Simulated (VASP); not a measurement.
# Ti3Zn (R-3m) in VASP: further runs

Ti3Zn is run at these levels: LDA; tasks: single point.

Everything below comes from runs of VASP 6.6.1. Logs are shortened: lines on timing, memory, paths and dates and some standing lists are left out, and cuts for length are marked.

## 1. The cell of the first run

It takes space group R-3m (No. 166, trigonal). Conventional cell: a = 5.236 Å, b = 5.236 Å, c = 6.948 Å, α = 90.00°, β = 90.00°, γ = 120.00°. Ti (site symmetry 2/m) has 8 Ti at 2.62 to 2.77 Å and 4 Zn at 2.62 to 2.77 Å within 3.5 Å. Zn (site symmetry -3m) has 12 Ti at 2.62 to 2.77 Å within 3.5 Å.

## 2. Single point, LDA (13.75 Å³/atom)

INCAR reads:

```
  ALGO = Fast
  EDIFF = 1E-6
  ENCUT = 520
  ISIF = 2
  ISMEAR = 0
  LASPH = T
  LCHARG = F
  LREAL = F
  LWAVE = F
  NBANDS = 32
  NELM = 100
  PREC = Accurate
  SIGMA = 0.15
```

KPOINTS reads:

```
k-points
0
Gamma
  12 12 12
```

POSCAR reads:

```
Ti3Zn
1.0
    3.8053257197      0.1030467643      0.1030467643
    0.1030467643      3.8053257197      0.1030467643
    0.1030467643      0.1030467643      3.8053257197
Ti Zn
3 1
Direct
    0.0000000000      0.5000000000      0.5000000000
    0.5000000000      0.0000000000      0.5000000000
    0.5000000000      0.5000000000      0.0000000000
    0.0000000000      0.0000000000      0.0000000000
```

Potentials or basis: VASP PAW LDA potentials, release 64 (Ti_sv, Zn).

On the command line:

```sh
cat potpaw_LDA.64/Ti_sv/POTCAR potpaw_LDA.64/Zn/POTCAR > POTCAR
mpirun -np 1 vasp_std > vasp.out
```

OUTCAR:

```text
EDIFF = 1E-6
   ENCUT = 520
   ISIF = 2
   ISMEAR = 0
   LASPH = T
   LREAL = F
   NELM = 100
   PREC = Accurate

 ion  position               nearest neighbor table
   1  0.000  0.500  0.500-   3 2.62   4 2.62   2 2.62   4 2.62   2 2.62   3 2.62   2 2.77   4 2.77
                             3 2.77   4 2.77   3 2.77   2 2.77
   2  0.500  0.000  0.500-   3 2.62   4 2.62   1 2.62   3 2.62   1 2.62   4 2.62   1 2.77   3 2.77
                             3 2.77   4 2.77   4 2.77   1 2.77
   3  0.500  0.500  0.000-   1 2.62   2 2.62   2 2.62   4 2.62   1 2.62   4 2.62   1 2.77   2 2.77
                             2 2.77   4 2.77   1 2.77   4 2.77
   4  0.000  0.000  0.000-   1 2.62   2 2.62   1 2.62   3 2.62   2 2.62   3 2.62   1 2.77   1 2.77
                             2 2.77   3 2.77   2 2.77   3 2.77

  LATTYP: Found a trigonal (rhomboedric) cell.
 ALAT       =     3.8081151643
 COS(alpha) =     0.0548121522

  Lattice vectors:

 A1 = (   3.8053257197,   0.1030467643,   0.1030467643)
 A2 = (   0.1030467643,   3.8053257197,   0.1030467643)
 A3 = (   0.1030467643,   0.1030467643,   3.8053257197)

Analysis of symmetry for initial positions (statically):
=====================================================================
 Subroutine PRICEL returns:
 Original cell was already a primitive cell.

 Routine SETGRP: Setting up the symmetry group for a
 trigonal (rhombohedral) supercell.

 Subroutine GETGRP returns: Found 12 space group operations
 (whereof 12 operations were pure point group operations)
 out of a pool of 12 trial point group operations.

The static configuration has the point symmetry D_3d.

Analysis of symmetry for dynamics (positions and initial velocities):
=====================================================================
 Subroutine PRICEL returns:
 Original cell was already a primitive cell.

 Routine SETGRP: Setting up the symmetry group for a
 trigonal (rhombohedral) supercell.

 Subroutine GETGRP returns: Found 12 space group operations
 (whereof 12 operations were pure point group operations)
 out of a pool of 12 trial point group operations.

The dynamic configuration has the point symmetry D_3d.

 Subroutine INISYM returns: Found 12 space group operations
 (whereof 12 operations are pure point group operations),
 and found     1 'primitive' translations

----------------------------------------------------------------------------------------

[... 95 lines left out ...]
   NELM   =    100;   NELMIN=  2; NELMDL= -5     # of ELM steps
   EDIFF  = 0.1E-05   stopping-criterion for ELM
   LREAL  =      F    real-space projection
   EDIFFG = 0.1E-04   stopping-criterion for IOM
   NSW    =      0    number of steps for IOM
   IBRION =     -1    ionic relax: 0-MD 1-quasi-New 2-CG
   NFREE  =      0    steps in history (QN), initial steepest desc. (CG)
   ISIF   =      2    stress and relaxation
   ISYM   =      2    0-nonsym 1-usesym 2-fastsym
   POTIM  = 0.5000    time-step for ionic-motion
   TEBEG  =    0.0;   TEEND  =   0.0 temperature during run
   PSTRESS=    0.0 pullay stress
   NELECT =      48.0000    total number of electrons
   NUPDOWN=      -1.0000    fix difference up-down
   EMIN   =  10.00;   EMAX   =-10.00  energy-range for DOS
   EFERMI =   0.00;   METHOD = LEGACY
   ISMEAR =     0;   SIGMA  =   0.15  broadening in eV -4-tet -1-fermi 0-gaus
   EFERMI_NEDOS =   21; number of points for ismear=-14 and -15
   IALGO  =     68    algorithm
   IMIX   =      4    mixing-type and parameters
     AMIX     =   0.40;   BMIX     =  1.00
     AMIX_MAG =   1.60;   BMIX_MAG =  1.00
  volume/ion in A,a.u.               =      13.75        92.76
  Fermi-wavevector in a.u.,A,eV,Ry     =   1.564623  2.956709 33.307690  2.448046
  Thomas-Fermi vector in A             =   2.667220
   LORBIT       =      0    0 simple, 1 ext, 2 COOP (PROOUT), +10 PAW based schemes
   GGA     = CA    functional components
   LHFCALC =     F    Hartree Fock is set to
   AEXX    =    0.0000 exact exchange contribution
   IVDW    =     0    specifies the selected vdW correction
   LEPSILON=     F    determine dielectric tensor
   LRPA    =     F    only Hartree local field effects (RPA)
 non-spin polarized calculation
 RMM-DIIS sequential band-by-band and
 Gauss-broadening in eV      SIGMA  =   0.15
  energy-cutoff  :      520.00
  volume of cell :       54.98
 maximum number of plane-waves:      1500
   NGX = 15   NGY = 15   NGZ = 15

 number of electron      48.0000048 magnetization

 Free energy of the ion-electron system (eV)
  ---------------------------------------------------
  ext. energy  EPLUGINS =         0.00000000
  ---------------------------------------------------
  free energy    TOTEN  =       -27.81821617 eV

  energy without entropy =      -27.77387435  energy(sigma->0) =      -27.79604526

 E-fermi :   8.6909     XC(G=0): -12.8364

 val. band max:        8.6886179499   @ k =   0.5000   0.4167   0.4167
 cond. band min:       8.6920247807   @ k =   0.5000   0.2500   0.0833
 fundamental gap:      0.0034068309
 Fermi energy:         8.6909393294

 k-point     1 :       0.0000    0.0000    0.0000
  band No.  band energies     occupation
      1     -46.9973      2.00000
      2     -46.6697      2.00000
      3     -46.6697      2.00000
      4     -24.1435      2.00000
      5     -23.9148      2.00000
      6     -23.9148      2.00000
[... 829 lines left out ...]
     31      11.5019      0.00000
     32      11.9654      0.00000

 [... further k-points ...]

------------------------ aborting loop because EDIFF is reached ----------------------------------------

  FORCE on cell =-STRESS in cart. coord.  units (eV):
  Direction    XX          YY          ZZ          XY          YZ          ZX
  --------------------------------------------------------------------------------------
  -------------------------------------------------------------------------------------
  Total        4.7074211      4.7074211      4.7074211     -1.9700904     -1.9700904     -1.9700904
  in kB      137.1694211    137.1694211    137.1694211    -57.4064115    -57.4064115    -57.4064115
  external PRESSURE =     137.1694211 kB  Pullay stress =       0.0000000 kB

 VOLUME and BASIS-vectors are now :
 -----------------------------------------------------------------------------
  energy-cutoff  :      520.00
  volume of cell :       54.98
      direct lattice vectors                 reciprocal lattice vectors
     3.805325720  0.103046764  0.103046764     0.263165379 -0.006938525 -0.006938525
     0.103046764  3.805325720  0.103046764    -0.006938525  0.263165379 -0.006938525
     0.103046764  0.103046764  3.805325720    -0.006938525 -0.006938525  0.263165379

 POSITION                                       TOTAL-FORCE (eV/Angst)
 -----------------------------------------------------------------------------------
      0.10305      1.95419      1.95419        -0.000000     -0.000000      0.000000
      1.95419      0.10305      1.95419         0.000000      0.000000     -0.000000
      1.95419      1.95419      0.10305         0.000000     -0.000000     -0.000000
      0.00000      0.00000      0.00000        -0.000000      0.000000     -0.000000
 -----------------------------------------------------------------------------------
    total drift:                                0.000000      0.000000      0.000000

  FREE ENERGIE OF THE ION-ELECTRON SYSTEM (eV)
  ---------------------------------------------------
  free  energy   TOTEN  =       -27.8182161743 eV

  energy  without entropy=      -27.7738743455  energy(sigma->0) =      -27.79604526
```

It took 6.1 min on 1 thread of Intel Xeon 6975P-C (Granite Rapids), shared host; peak memory 0.36 GiB.

What came out:

| Property | Result |
| --- | --- |
| Free energy | -27.8182 eV |
| Pressure | 13.7 GPa |
| Band gap on the k mesh | zero (bands 24 and 25 overlap by 0.61 eV) |

Caveat: the cell stands under pressure.

## 3. Single point, LDA (16.14 Å³/atom)

This run uses another cell than the first one, of 16.14 Å³/atom.

INCAR reads:

```
ALGO = Fast ; EDIFF = 1E-6
ENCUT = 520 ; ISIF = 2
ISMEAR = 0 ; LASPH = T
LCHARG = F ; LREAL = F
LWAVE = F ; NBANDS = 32
NELM = 100 ; PREC = Accurate
SIGMA = 0.15
```

KPOINTS is that of step 2.

POSCAR reads:

```
Ti3Zn
1.0
    4.0125821652      0.0721106291      0.0721106291
    0.0721106291      4.0125821652      0.0721106291
    0.0721106291      0.0721106291      4.0125821652
Ti Zn
3 1
Direct
    0.0000000000      0.5000000000      0.5000000000
    0.5000000000      0.0000000000      0.5000000000
    0.5000000000      0.5000000000      0.0000000000
    0.0000000000      0.0000000000      0.0000000000
```

Potentials or basis: VASP PAW LDA potentials, release 64 (Ti_sv, Zn).

On the command line:

```sh
cat potpaw_LDA.64/Ti_sv/POTCAR potpaw_LDA.64/Zn/POTCAR > POTCAR
mpirun -np 1 vasp_std > vasp.out
```

Run time: 22 min. Hardware: 1 thread of Intel Xeon 8259CL, shared host; peak memory 0.41 GiB.

The run converged. Its results:

| Quantity | Value |
| --- | --- |
| Free energy | -27.9787 eV |
| Pressure | -8.1 GPa |
| Band gap on the k mesh | zero (bands 24 and 25 overlap by 0.41 eV) |

Stress tensor (GPa, compression positive):
```
-8.13 -2.29 -2.29
-2.29 -8.13 -2.29
-2.29 -2.29 -8.13
```

Levels at points of the mesh, in eV from the Fermi level:
```csv
k point,band 20,band 21,band 22,band 23,band 24,band 25,band 26,band 27,band 28,band 29
"(0.00, 0.00, 0.00)",-1.09,-1.04,-1.04,-0.86,-0.86,1.80,2.00,2.00,2.10,2.23
"(0.50, 0.00, 0.00)",-1.84,-0.96,-0.79,-0.65,0.22,0.71,0.71,1.13,1.51,1.73
"(0.50, 0.50, 0.00)",-2.55,-1.26,-1.08,-0.33,-0.16,0.02,0.88,0.93,1.55,1.74
"(0.50, 0.50, 0.50)",-1.52,-1.52,-0.56,-0.13,-0.13,0.60,0.60,1.03,1.17,1.69
```

Caveat: the cell stands under tension.
